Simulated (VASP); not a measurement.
# CuI (F-43m) in VASP: notebook

CuI is run at these levels: r2SCAN; tasks: single point.

Everything below comes from runs of VASP 6.6.1. Logs are shortened: lines on timing, memory, paths and dates and some standing lists are left out, and cuts for length are marked.

**1. The cell of the first run**

Symmetry: F-43m, No. 216, cubic system. The conventional cell has a = 5.901 Å, b = 5.901 Å, c = 5.901 Å, α = 90.00°, β = 90.00°, γ = 90.00°. Within 3.4 Å of Cu (site symmetry -43m) lie 4 I at 2.56 Å. Within 3.4 Å of I (site symmetry -43m) lie 4 Cu at 2.56 Å.

**2. Single point, r2SCAN (25.69 Å³/atom)**

File POSCAR:

```
CuI
1.0
    0.0000000000      2.9505553069      2.9505553069
    2.9505553069      0.0000000000      2.9505553069
    2.9505553069      2.9505553069      0.0000000000
Cu I
1 1
Direct
    0.2500000000      0.2500000000      0.2500000000
    0.0000000000      0.0000000000      0.0000000000
```

File INCAR.step1:

```
PREC = Accurate
ENCUT = 660
ISMEAR = 0
SIGMA = 0.01
LREAL = False
LASPH = True
NELM = 120
NBANDS = 16
GGA = PE
ALGO = Normal
EDIFF = 1E-5
LWAVE = True
LCHARG = False
GGA_COMPAT = False
```

File INCAR.step2:

```
PREC = Accurate
ENCUT = 660
EDIFF = 1E-6
ISMEAR = 0
SIGMA = 0.01
LREAL = False
LASPH = True
NELM = 120
ALGO = Normal
ISIF = 2
LWAVE = False
LCHARG = False
METAGGA = R2SCAN
LMIXTAU = True
NBANDS = 16
ISTART = 1
GGA_COMPAT = False
```

File KPOINTS:

```
regular mesh
0
Gamma
  6 6 6
```

Potentials or basis: VASP PAW PBE potentials, release 64 (Cu, I).

The run is started by

```console
$ cat potpaw_PBE.64/Cu/POTCAR potpaw_PBE.64/I/POTCAR > POTCAR
$ cp INCAR.step1 INCAR
$ mpirun -np 1 vasp_std > vasp.out
$ cp INCAR.step2 INCAR
$ mpirun -np 1 vasp_std > vasp.out
```

OUTCAR:

```text
PREC = Accurate
   ENCUT = 660
   EDIFF = 1E-6
   ISMEAR = 0
   LREAL = False
   LASPH = True
   NELM = 120
   ISIF = 2
   METAGGA = R2SCAN
   ISTART = 1

 ion  position               nearest neighbor table
   1  0.250  0.250  0.250-   2 2.56   2 2.56   2 2.56   2 2.56
   2  0.000  0.000  0.000-   1 2.56   1 2.56   1 2.56   1 2.56

  LATTYP: Found a face centered cubic cell.
 ALAT       =     5.9011106138

  Lattice vectors:

 A1 = (   0.0000000000,   2.9505553069,   2.9505553069)
 A2 = (   2.9505553069,   0.0000000000,   2.9505553069)
 A3 = (   2.9505553069,   2.9505553069,   0.0000000000)

Analysis of symmetry for initial positions (statically):
=====================================================================
 Subroutine PRICEL returns:
 Original cell was already a primitive cell.

 Routine SETGRP: Setting up the symmetry group for a
 face centered cubic supercell.

 Subroutine GETGRP returns: Found 24 space group operations
 (whereof 24 operations were pure point group operations)
 out of a pool of 48 trial point group operations.

The static configuration has the point symmetry T_d .

Analysis of symmetry for dynamics (positions and initial velocities):
=====================================================================
 Subroutine PRICEL returns:
 Original cell was already a primitive cell.

 Routine SETGRP: Setting up the symmetry group for a
 face centered cubic supercell.

 Subroutine GETGRP returns: Found 24 space group operations
 (whereof 24 operations were pure point group operations)
 out of a pool of 48 trial point group operations.

The dynamic configuration has the point symmetry T_d .

 Subroutine INISYM returns: Found 24 space group operations
 (whereof 24 operations are pure point group operations),
 and found     1 'primitive' translations

----------------------------------------------------------------------------------------

                                     Primitive cell

  volume of cell :      51.3738

  direct lattice vectors                    reciprocal lattice vectors
     0.000000000  2.950555307  2.950555307    -0.169459626  0.169459626  0.169459626
     2.950555307  0.000000000  2.950555307     0.169459626 -0.169459626  0.169459626
     2.950555307  2.950555307  0.000000000     0.169459626  0.169459626 -0.169459626

  length of vectors
     4.172715332  4.172715332  4.172715332     0.293512683  0.293512683  0.293512683

  position of ions in fractional coordinates (direct lattice)
     0.250000000  0.250000000  0.250000000
     0.000000000  0.000000000  0.000000000

  ion indices of the primitive-cell ions
   primitive index   ion index
                 1           1
                 2           2

----------------------------------------------------------------------------------------

 KPOINTS: regular mesh

Automatic generation of k-mesh.
 Grid dimensions read from file:
 generate k-points for:    6    6    6

 Generating k-lattice:

  Cartesian coordinates                     Fractional coordinates (reciprocal lattice)
    -0.028243271  0.028243271  0.028243271     0.166666667  0.000000000  0.000000000
     0.028243271 -0.028243271  0.028243271     0.000000000  0.166666667  0.000000000
     0.028243271  0.028243271 -0.028243271     0.000000000  0.000000000  0.166666667

  Length of vectors
     0.048918780  0.048918780  0.048918780

  Shift w.r.t. Gamma in fractional coordinates (k-lattice)
     0.000000000  0.000000000  0.000000000

 Subroutine IBZKPT returns following result:
 ===========================================

 Found     16 irreducible k-points:

 Following reciprocal coordinates:
            Coordinates               Weight
  0.000000  0.000000  0.000000      1.000000
  0.166667  0.000000  0.000000      8.000000
  0.333333  0.000000  0.000000      8.000000
  0.500000  0.000000  0.000000      4.000000
  0.166667  0.166667  0.000000      6.000000
  0.333333  0.166667  0.000000     24.000000
[... 8 lines left out ...]
 -0.333333  0.333333  0.166667     24.000000
 -0.333333  0.500000  0.166667     12.000000
   k-points           NKPTS =     16   k-points in BZ     NKDIM =     16   number of bands    NBANDS=     16
   number of dos      NEDOS =    301   number of ions     NIONS =      2
   total plane-waves  NPLWV =  46656
   dimension x,y,z NGX =    36 NGY =   36 NGZ =   36
   dimension x,y,z NGXF=    72 NGYF=   72 NGZF=   72
   ions per type =               1   1
   NGX,Y,Z   is equivalent  to a cutoff of  14.34, 14.34, 14.34 a.u.
   NGXF,Y,Z  is equivalent  to a cutoff of  28.69, 28.69, 28.69 a.u.
 SYSTEM =  unknown system
   PREC   = accura    normal or accurate (medium, high low for compatibility)
   ISTART =      1    job   : 0-new  1-cont  2-samecut
   ICHARG =      0    charge: 1-file 2-atom 10-const
   ISPIN  =      1    spin polarized calculation?
   LNONCOLLINEAR =      F non collinear calculations
   LSORBIT =      F    spin-orbit coupling
   LASPH  =      T    aspherical Exc in radial PAW
   ENCUT  =  660.0 eV  48.51 Ry    6.96 a.u.   8.74  8.74  8.74*2*pi/ulx,y,z
   NELM   =    120;   NELMIN=  2; NELMDL=  0     # of ELM steps
   EDIFF  = 0.1E-05   stopping-criterion for ELM
   LREAL  =      F    real-space projection
   EDIFFG = 0.1E-04   stopping-criterion for IOM
   NSW    =      0    number of steps for IOM
   IBRION =     -1    ionic relax: 0-MD 1-quasi-New 2-CG
   NFREE  =      0    steps in history (QN), initial steepest desc. (CG)
   ISIF   =      2    stress and relaxation
   ISYM   =      2    0-nonsym 1-usesym 2-fastsym
   POTIM  = 0.5000    time-step for ionic-motion
   TEBEG  =    0.0;   TEEND  =   0.0 temperature during run
   PSTRESS=    0.0 pullay stress
   NELECT =      18.0000    total number of electrons
   NUPDOWN=      -1.0000    fix difference up-down
   EMIN   =  10.00;   EMAX   =-10.00  energy-range for DOS
   EFERMI =   0.00;   METHOD = LEGACY
   ISMEAR =     0;   SIGMA  =   0.01  broadening in eV -4-tet -1-fermi 0-gaus
   EFERMI_NEDOS =   21; number of points for ismear=-14 and -15
   IALGO  =     38    algorithm
   IMIX   =      4    mixing-type and parameters
     AMIX     =   0.40;   BMIX     =  1.00
     AMIX_MAG =   1.60;   BMIX_MAG =  1.00
  volume/ion in A,a.u.               =      25.69       173.34
  Fermi-wavevector in a.u.,A,eV,Ry     =   1.154122  2.180975 18.122943  1.331999
  Thomas-Fermi vector in A             =   2.290761
   LORBIT       =      0    0 simple, 1 ext, 2 COOP (PROOUT), +10 PAW based schemes
   METAGGA = R2SCAN    functional components
   LHFCALC =     F    Hartree Fock is set to
   AEXX    =    0.0000 exact exchange contribution
   IVDW    =     0    specifies the selected vdW correction
   LEPSILON=     F    determine dielectric tensor
   LRPA    =     F    only Hartree local field effects (RPA)
 non-spin polarized calculation
 Gauss-broadening in eV      SIGMA  =   0.01
  energy-cutoff  :      660.00
  volume of cell :       51.37
 maximum number of plane-waves:      2006
   NGX = 17   NGY = 17   NGZ = 17

 number of electron      17.9999998 magnetization

 Free energy of the ion-electron system (eV)
  ---------------------------------------------------
  ext. energy  EPLUGINS =         0.00000000
  ---------------------------------------------------
  free energy    TOTEN  =       -35.76563146 eV

  energy without entropy =      -35.76563146  energy(sigma->0) =      -35.76563146

 E-fermi :   5.2688     XC(G=0):  -9.8552

 val. band max:        5.1804554649   @ k =   0.0000   0.0000   0.0000
 cond. band min:       7.0481685844   @ k =   0.0000   0.0000   0.0000
 fundamental gap:      1.8677131195
 Fermi energy:         5.2687773567

 k-point     1 :       0.0000    0.0000    0.0000
  band No.  band energies     occupation
      1      -9.8130      2.00000
      2       0.9851      2.00000
      3       0.9851      2.00000
      4       0.9851      2.00000
      5       2.9783      2.00000
      6       2.9783      2.00000
[... 8 lines left out ...]
     15      15.3260      0.00000
     16      15.3260      0.00000

 k-point     2 :       0.1667    0.0000    0.0000
  band No.  band energies     occupation
      1      -9.6545      2.00000
      2       0.4655      2.00000
      3       0.9992      2.00000
      4       0.9992      2.00000
      5       2.9672      2.00000
      6       2.9672      2.00000
[... 8 lines left out ...]
     15      14.3752      0.00000
     16      14.8976      0.00000

 k-point     3 :       0.3333    0.0000    0.0000
  band No.  band energies     occupation
      1      -9.3005      2.00000
      2      -0.6070      2.00000
      3       1.0193      2.00000
      4       1.0193      2.00000
      5       2.9790      2.00000
      6       2.9790      2.00000
[... 8 lines left out ...]
     15      14.9635      0.00000
     16      14.9635      0.00000

 k-point     4 :       0.5000    0.0000    0.0000
  band No.  band energies     occupation
      1      -9.0995      2.00000
      2      -1.1491      2.00000
      3       1.0246      2.00000
      4       1.0246      2.00000
      5       3.0097      2.00000
      6       3.0098      2.00000
[... 8 lines left out ...]
     15      16.8143      0.00000
     16      16.8143      0.00000

 k-point     5 :       0.1667    0.1667    0.0000
  band No.  band energies     occupation
      1      -9.6014      2.00000
      2       0.4207      2.00000
      3       0.9591      2.00000
      4       0.9591      2.00000
      5       2.9141      2.00000
      6       3.0040      2.00000
[... 8 lines left out ...]
     15      15.6185      0.00000
     16      16.0085      0.00000

 k-point     6 :       0.3333    0.1667    0.0000
  band No.  band energies     occupation
      1      -9.3089      2.00000
      2      -0.3172      2.00000
      3       0.8769      2.00000
      4       0.9575      2.00000
      5       2.8939      2.00000
      6       3.0230      2.00000
[... 8 lines left out ...]
     15      15.9402      0.00000
     16      16.3277      0.00000

 k-point     7 :       0.5000    0.1667    0.0000
  band No.  band energies     occupation
      1      -9.0433      2.00000
      2      -0.9203      2.00000
      3       0.6649      2.00000
      4       0.9934      2.00000
      5       2.9303      2.00000
      6       3.0162      2.00000
[... 8 lines left out ...]
     15      16.7467      0.00000
     16      16.8587      0.00000

 k-point     8 :      -0.3333    0.1667    0.0000
  band No.  band energies     occupation
      1      -9.1112      2.00000
      2      -0.7420      2.00000
      3       0.5892      2.00000
      4       1.0397      2.00000
      5       2.9473      2.00000
      6       2.9795      2.00000
[... 8 lines left out ...]
     15      15.7270      0.00000
     16      17.0947      0.00000

 k-point     9 :      -0.1667    0.1667    0.0000
  band No.  band energies     occupation
      1      -9.4277      2.00000
      2      -0.0469      2.00000
      3       0.7989      2.00000
      4       1.0439      2.00000
      5       2.9245      2.00000
      6       3.0001      2.00000
[... 8 lines left out ...]
     15      15.3362      0.00000
     16      16.5614      0.00000

 k-point    10 :       0.3333    0.3333    0.0000
  band No.  band energies     occupation
      1      -9.1261      2.00000
      2      -0.6164      2.00000
      3       0.9125      2.00000
      4       0.9125      2.00000
      5       2.8290      2.00000
      6       3.0557      2.00000
[... 8 lines left out ...]
     15      16.4357      0.00000
     16      19.4389      0.00000

 k-point    11 :       0.5000    0.3333    0.0000
  band No.  band energies     occupation
      1      -8.9209      2.00000
      2      -0.8678      2.00000
      3       0.5473      2.00000
      4       0.9272      2.00000
      5       2.8661      2.00000
      6       3.0440      2.00000
[... 8 lines left out ...]
     15      17.1067      0.00000
     16      18.5216      0.00000

 k-point    12 :      -0.3333    0.3333    0.0000
  band No.  band energies     occupation
      1      -8.9148      2.00000
      2      -0.5821      2.00000
      3      -0.0515      2.00000
      4       0.9926      2.00000
      5       2.8239      2.00000
      6       2.9725      2.00000
[... 8 lines left out ...]
     15      15.0587      0.00000
     16      19.3687      0.00000

 k-point    13 :       0.5000    0.5000    0.0000
  band No.  band energies     occupation
      1      -8.8540      2.00000
      2      -1.1133      2.00000
      3       0.8924      2.00000
      4       0.8924      2.00000
      5       2.9250      2.00000
      6       3.0714      2.00000
[... 8 lines left out ...]
     15      17.1329      0.00000
     16      18.0626      0.00000

 k-point    14 :       0.5000    0.3333    0.1667
  band No.  band energies     occupation
      1      -9.0533      2.00000
      2      -0.6108      2.00000
      3       0.4612      2.00000
      4       0.9543      2.00000
      5       2.9010      2.00000
      6       2.9941      2.00000
[... 8 lines left out ...]
     15      17.0521      0.00000
     16      18.2187      0.00000

 k-point    15 :      -0.3333    0.3333    0.1667
  band No.  band energies     occupation
      1      -8.9148      2.00000
      2      -0.6666      2.00000
      3       0.1230      2.00000
      4       0.9120      2.00000
      5       2.8554      2.00000
      6       2.9736      2.00000
[... 8 lines left out ...]
     15      17.2413      0.00000
     16      17.9098      0.00000

 k-point    16 :      -0.3333    0.5000    0.1667
  band No.  band energies     occupation
      1      -8.8501      2.00000
      2      -0.7781      2.00000
      3       0.2874      2.00000
      4       0.8108      2.00000
      5       2.8952      2.00000
      6       2.9205      2.00000
[... 8 lines left out ...]
     15      17.5638      0.00000
     16      18.2749      0.00000

------------------------ aborting loop because EDIFF is reached ----------------------------------------

  FORCE on cell =-STRESS in cart. coord.  units (eV):
  Direction    XX          YY          ZZ          XY          YZ          ZX
  --------------------------------------------------------------------------------------
  -------------------------------------------------------------------------------------
  Total        0.9908830      0.9908830      0.9908830      0.0000000      0.0000000      0.0000000
  in kB       30.9023627     30.9023627     30.9023627      0.0000000      0.0000000      0.0000000
  external PRESSURE =      30.9023627 kB  Pullay stress =       0.0000000 kB

 VOLUME and BASIS-vectors are now :
 -----------------------------------------------------------------------------
  energy-cutoff  :      660.00
  volume of cell :       51.37
      direct lattice vectors                 reciprocal lattice vectors
     0.000000000  2.950555307  2.950555307    -0.169459626  0.169459626  0.169459626
     2.950555307  0.000000000  2.950555307     0.169459626 -0.169459626  0.169459626
     2.950555307  2.950555307  0.000000000     0.169459626  0.169459626 -0.169459626

 POSITION                                       TOTAL-FORCE (eV/Angst)
 -----------------------------------------------------------------------------------
      1.47528      1.47528      1.47528         0.000000      0.000000      0.000000
      0.00000      0.00000      0.00000        -0.000000     -0.000000     -0.000000
 -----------------------------------------------------------------------------------
    total drift:                               -0.000000     -0.000000     -0.000000

  FREE ENERGIE OF THE ION-ELECTRON SYSTEM (eV)
  ---------------------------------------------------
  free  energy   TOTEN  =       -35.7656314606 eV

  energy  without entropy=      -35.7656314606  energy(sigma->0) =      -35.76563146
```

It took 55 s on 1 thread of Intel Xeon Platinum 8375C at 2.90GHz (Ice Lake), shared host; peak memory 0.22 GiB.

Results:

- Free energy: -35.7656 eV
- Pressure: 3.1 GPa
- Band gap on the k mesh: 1.87 eV

Caveat: the cell stands under pressure; the PAW data sets were made with another functional, which shifts forces and pressure a little; spin-orbit coupling is left out, which moves the levels of the heavy elements. r2SCAN opens gaps a little over a GGA but as a rule still falls short of measured ones.

(Continued in part 2 of 2.)
